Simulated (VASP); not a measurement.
# HPbNO4 (P1) in VASP: settings compared, part 3 of 3

VASP 6.6.1. Earlier steps stand in the parts before.

## Step 6: Single point, PBE+D3(BJ)

File INCAR:

```
  ALGO = Normal
  EDIFF = 1E-6
  ENCUT = 520
  GGA = PE
  ISIF = 2
  ISMEAR = -1
  IVDW = 12
  LASPH = T
  LCHARG = T
  LELF = T
  LREAL = F
  LVHAR = T
  LWAVE = F
  NBANDS = 31
  NELM = 100
  PREC = Accurate
  SIGMA = 0.05
```

File KPOINTS:

```
k-points
0
Gamma
  5 4 4
```

File POSCAR:

```
HPbNO4
1.0
    3.8540400000      0.1438400000      0.0901200000
   -0.2532000000      5.5269800000      0.1647100000
   -0.4819700000     -1.9272000000      5.7202500000
H Pb N O
1 1 1 4
Direct
    0.1091300000      0.6571800000      0.5446300000
    0.6102900000      0.5212700000      0.1510000000
    0.9158000000      0.9626300000      0.9586700000
    0.0138400000      0.1363900000      0.8808400000
    0.7239800000      0.0105700000      0.1285800000
    0.0038900000      0.7373200000      0.8704300000
    0.1192700000      0.5932400000      0.3765100000
```

Potentials or basis: VASP PAW PBE potentials, release 64 (H, Pb_d, N, O).

Started as:

```bash
> cat potpaw_PBE.64/H/POTCAR potpaw_PBE.64/Pb_d/POTCAR potpaw_PBE.64/N/POTCAR potpaw_PBE.64/O/POTCAR > POTCAR
> mpirun -np 1 vasp_std > vasp.out
```

OUTCAR:

```text
EDIFF = 1E-6
   ENCUT = 520
   GGA = PE
   ISIF = 2
   ISMEAR = -1
   IVDW = 12
   LASPH = T
   LREAL = F
   NELM = 100
   PREC = Accurate
 IVDW          = 12

 ion  position               nearest neighbor table
   1  0.109  0.657  0.545-   7 0.98
   2  0.610  0.521  0.151-   7 2.28   7 2.38   5 2.78   5 2.83   4 2.84   6 2.85
   3  0.916  0.963  0.959-   4 1.25   6 1.27   5 1.28
   4  0.014  0.136  0.881-   3 1.25   2 2.84
   5  0.724  0.011  0.129-   3 1.28   2 2.78   2 2.83
   6  0.004  0.737  0.870-   3 1.27   2 2.85
   7  0.119  0.593  0.377-   1 0.98   2 2.28   2 2.38

  LATTYP: Found a triclinic cell.
 ALAT       =     6.9506566964
 B/A-ratio  =     0.5550232440
 C/A-ratio  =     0.7963604173
 COS(alpha) =     0.0077737674
 COS(beta)  =     0.2535091708
 COS(gamma) =     0.4946358889

  Lattice vectors:

 A1 = (  -3.3720700000,   1.7833600000,  -5.8103700000)
 A2 = (  -3.8540400000,  -0.1438400000,  -0.0901200000)
 A3 = (  -0.2532000000,   5.5269800000,   0.1647100000)

Analysis of symmetry for initial positions (statically):
=====================================================================
 Subroutine PRICEL returns:
 Original cell was already a primitive cell.

 Routine SETGRP: Setting up the symmetry group for a
 triclinic supercell.

 Subroutine GETGRP returns: Found  1 space group operations
 (whereof  1 operations were pure point group operations)
 out of a pool of  2 trial point group operations.

The static configuration has the point symmetry C_1 .

Analysis of symmetry for dynamics (positions and initial velocities):
=====================================================================
 Subroutine PRICEL returns:
 Original cell was already a primitive cell.

 Routine SETGRP: Setting up the symmetry group for a
 triclinic supercell.

 Subroutine GETGRP returns: Found  1 space group operations
 (whereof  1 operations were pure point group operations)
 out of a pool of  2 trial point group operations.

The dynamic configuration has the point symmetry C_1 .

 Subroutine INISYM returns: Found  1 space group operations
 (whereof  1 operations are pure point group operations),
 and found     1 'primitive' translations

----------------------------------------------------------------------------------------

                                     Primitive cell

  volume of cell :     123.5525

  direct lattice vectors                    reciprocal lattice vectors
     3.854040000  0.143840000  0.090120000     0.258457951  0.011080161  0.025509840
    -0.253200000  5.526980000  0.164710000    -0.008065233  0.178786348  0.059555063
    -0.481970000 -1.927200000  5.720250000    -0.003839658 -0.005322572  0.172700798

  length of vectors
     3.857776028  5.535227867  6.055382315     0.259950062  0.188617103  0.172825456

  position of ions in fractional coordinates (direct lattice)
     0.109130000  0.657180000  0.544630000
     0.610290000  0.521270000  0.151000000
     0.915800000  0.962630000  0.958670000
     0.013840000  0.136390000  0.880840000
     0.723980000  0.010570000  0.128580000
[... 40 lines left out ...]
            Coordinates               Weight
  0.000000  0.000000  0.000000      1.000000
  0.200000  0.000000  0.000000      2.000000
  0.400000  0.000000  0.000000      2.000000
  0.000000  0.250000  0.000000      2.000000
  0.200000  0.250000 -0.000000      2.000000
  0.400000  0.250000  0.000000      2.000000
[... 16 lines left out ...]
  0.200000  0.500000  0.250000      2.000000
  0.400000  0.500000  0.250000      2.000000
 [... further k-points ...]
   k-points           NKPTS =     42   k-points in BZ     NKDIM =     42   number of bands    NBANDS=     31
   number of dos      NEDOS =    301   number of ions     NIONS =      7
   total plane-waves  NPLWV =  60480
   dimension x,y,z NGX =    30 NGY =   42 NGZ =   48
   dimension x,y,z NGXF=    60 NGYF=   84 NGZF=   96
   ions per type =               1   1   1   4
   NGX,Y,Z   is equivalent  to a cutoff of  12.93, 12.61, 13.18 a.u.
   NGXF,Y,Z  is equivalent  to a cutoff of  25.86, 25.23, 26.36 a.u.
 SYSTEM =  unknown system
   PREC   = accura    normal or accurate (medium, high low for compatibility)
   ISTART =      0    job   : 0-new  1-cont  2-samecut
   ICHARG =      2    charge: 1-file 2-atom 10-const
   ISPIN  =      1    spin polarized calculation?
   LNONCOLLINEAR =      F non collinear calculations
   LSORBIT =      F    spin-orbit coupling
   LASPH  =      T    aspherical Exc in radial PAW
   ENCUT  =  520.0 eV  38.22 Ry    6.18 a.u.   7.17 10.29 11.26*2*pi/ulx,y,z
   NELM   =    100;   NELMIN=  2; NELMDL= -5     # of ELM steps
   EDIFF  = 0.1E-05   stopping-criterion for ELM
   LREAL  =      F    real-space projection
   EDIFFG = 0.1E-04   stopping-criterion for IOM
   NSW    =      0    number of steps for IOM
   IBRION =     -1    ionic relax: 0-MD 1-quasi-New 2-CG
   NFREE  =      0    steps in history (QN), initial steepest desc. (CG)
   ISIF   =      2    stress and relaxation
   ISYM   =      2    0-nonsym 1-usesym 2-fastsym
   POTIM  = 0.5000    time-step for ionic-motion
   TEBEG  =    0.0;   TEEND  =   0.0 temperature during run
   PSTRESS=    0.0 pullay stress
   NELECT =      44.0000    total number of electrons
   NUPDOWN=      -1.0000    fix difference up-down
   EMIN   =  10.00;   EMAX   =-10.00  energy-range for DOS
   EFERMI =   0.00;   METHOD = LEGACY
   ISMEAR =    -1;   SIGMA  =   0.05  broadening in eV -4-tet -1-fermi 0-gaus
   EFERMI_NEDOS =   21; number of points for ismear=-14 and -15
   IALGO  =     38    algorithm
   IMIX   =      4    mixing-type and parameters
     AMIX     =   0.40;   BMIX     =  1.00
     AMIX_MAG =   1.60;   BMIX_MAG =  1.00
  volume/ion in A,a.u.               =      17.65       119.11
  Fermi-wavevector in a.u.,A,eV,Ry     =   1.160402  2.192842 18.320693  1.346533
  Thomas-Fermi vector in A             =   2.296985
   LORBIT       =      0    0 simple, 1 ext, 2 COOP (PROOUT), +10 PAW based schemes
   GGA     = PE    functional components
   LHFCALC =     F    Hartree Fock is set to
   AEXX    =    0.0000 exact exchange contribution
   IVDW    =    12    specifies the selected vdW correction
   LEPSILON=     F    determine dielectric tensor
   LRPA    =     F    only Hartree local field effects (RPA)
 non-spin polarized calculation
  energy-cutoff  :      520.00
  volume of cell :      123.55
 maximum number of plane-waves:      3351
 NGX is ok and might be reduce to    30
   NGX = 15   NGY = 21   NGZ = 23

 number of electron      44.0000005 magnetization

 Free energy of the ion-electron system (eV)
  ---------------------------------------------------
  ext. energy  EPLUGINS =         0.00000000
  ---------------------------------------------------
  free energy    TOTEN  =       -40.40197588 eV

  energy without entropy =      -40.40197588  energy(sigma->0) =      -40.40197588

 E-fermi :   0.4183     XC(G=0):  -7.5545

 val. band max:       -0.6943447138   @ k =   0.4000   0.5000   0.5000
 cond. band min:       2.4250116942   @ k =   0.4000   0.0000   0.5000
 fundamental gap:      3.1193564079
 Fermi energy:         0.4183479962

 k-point     1 :       0.0000    0.0000    0.0000
  band No.  band energies     occupation
      1     -26.4498      2.00000
      2     -21.0428      2.00000
      3     -20.8016      2.00000
      4     -18.2161      2.00000
      5     -15.7748      2.00000
      6     -15.7510      2.00000
[... 805 lines left out ...]
     30       9.2565      0.00000
     31       9.5965      0.00000

 [... further k-points ...]

------------------------ aborting loop because EDIFF is reached ----------------------------------------

 Edisp (eV)   -0.60463

 E8    (eV) :    -0.2130

  FORCE on cell =-STRESS in cart. coord.  units (eV):
  Direction    XX          YY          ZZ          XY          YZ          ZX
  --------------------------------------------------------------------------------------
  -------------------------------------------------------------------------------------
  Total      -0.27676     0.27137    -0.15174     0.03206     0.01589    -0.39154
  in kB      -3.58890     3.51906    -1.96768     0.41576     0.20609    -5.07737
  external pressure =       -0.68 kB  Pullay stress =        0.00 kB

 VOLUME and BASIS-vectors are now :
 -----------------------------------------------------------------------------
  energy-cutoff  :      520.00
  volume of cell :      123.55
      direct lattice vectors                 reciprocal lattice vectors
     3.854040000  0.143840000  0.090120000     0.258457951  0.011080161  0.025509840
    -0.253200000  5.526980000  0.164710000    -0.008065233  0.178786348  0.059555063
    -0.481970000 -1.927200000  5.720250000    -0.003839658 -0.005322572  0.172700798

 POSITION                                       TOTAL-FORCE (eV/Angst)
 -----------------------------------------------------------------------------------
     -0.00830      2.59831      3.23350        -0.008661     -0.001970      0.105007
      2.14732      2.67783      1.00462        -0.055440     -0.002952     -0.006725
      2.82374      3.60462      5.72492        -0.008560     -0.047785      0.018110
     -0.40573     -0.94174      5.06234         0.144162      0.368596     -0.149623
      2.72560     -0.08524      0.80250        -0.228900     -0.020713      0.266321
     -0.59122      2.39822      5.10087         0.143119     -0.296578     -0.171121
      0.12800      2.57037      2.26219         0.014281      0.001401     -0.061970
 -----------------------------------------------------------------------------------
    total drift:                               -0.000608     -0.000391      0.000924

  FREE ENERGIE OF THE ION-ELECTRON SYSTEM (eV)
  ---------------------------------------------------
  free  energy   TOTEN  =       -41.0066095786 eV

  energy  without entropy=      -41.0066095785  energy(sigma->0) =      -41.00660958
```

It took 1.7 min on 1 thread of AMD EPYC 9R14 (Zen 4), shared host; peak memory 0.31 GiB.

What came out:

* Free energy: -41.0066 eV
* Pressure: -0.1 GPa
* Largest force: 0.423 eV/Å
* Band gap on the k mesh: 3.12 eV, indirect (least direct gap 3.19 eV)
* Dispersion energy per atom: -0.086 eV

Forces in eV/Å, atoms in the order of the input:
```
H   -0.009 -0.002  0.105
Pb  -0.055 -0.003 -0.007
N   -0.009 -0.048  0.018
O    0.144  0.369 -0.150
O   -0.229 -0.021  0.266
O    0.143 -0.297 -0.171
O    0.014  0.001 -0.062
```

Stress tensor (GPa, compression positive):
```
-0.36  0.04 -0.51
 0.04  0.35  0.02
-0.51  0.02 -0.20
```

Caveat: the standard files for N, O and F lose accuracy on very short bonds; three body term missing; spin-orbit coupling is left out, which moves the levels of the heavy elements.

## Step 7: The runs side by side

| level | cell | k mesh | gap on the mesh (eV) | pressure (GPa) | largest force (eV/Å) |
| --- | --- | --- | --- | --- | --- |
| PBE | a = 3.858, b = 5.535, c = 6.055 Å, angles 106.6, 94.0, 90.4°, 7 atoms | 7 × 5 × 5 | 3.14 | 0.5 | 0.42 |
| RPBE | a = 3.858, b = 5.535, c = 6.055 Å, angles 106.6, 94.0, 90.4°, 7 atoms | 5 × 4 × 4 | 3.16 | 2.5 | 0.77 |
| PBE+D3(BJ) | a = 3.824, b = 5.516, c = 5.846 Å, angles 106.4, 97.4, 90.1°, 7 atoms | 5 × 4 × 4 | 3.11 | 0.5 | 0.43 |
| PBE+D3(BJ) | a = 3.858, b = 5.535, c = 6.055 Å, angles 106.6, 94.0, 90.4°, 7 atoms | 5 × 4 × 4 | 3.12 | -0.1 | 0.42 |

Alike in all rows: task single point; potentials or basis VASP PAW PBE potentials, release 64 (H, Pb_d, N, O); no spin polarisation; cutoff (eV) 520; smearing fermi-dirac 0.05 eV.

On the cell as given the gap runs from 3.12 eV (PBE+D3(BJ)) to 3.16 eV (RPBE); the meshes differ, which moves gaps too. The pressure there spans -0.1 GPa (PBE+D3(BJ)) to 2.5 GPa (RPBE); a positive pressure means that this level wants a larger cell, a negative one a smaller.

Caveats: the standard files for N, O and F lose accuracy on very short bonds; spin-orbit coupling is left out, which moves the levels of the heavy elements; three body term missing (some runs); the PAW data sets were made with another functional, which shifts forces and pressure a little (some runs).

Total energies depend on the potentials used, so only differences within one code and one set of settings carry meaning.
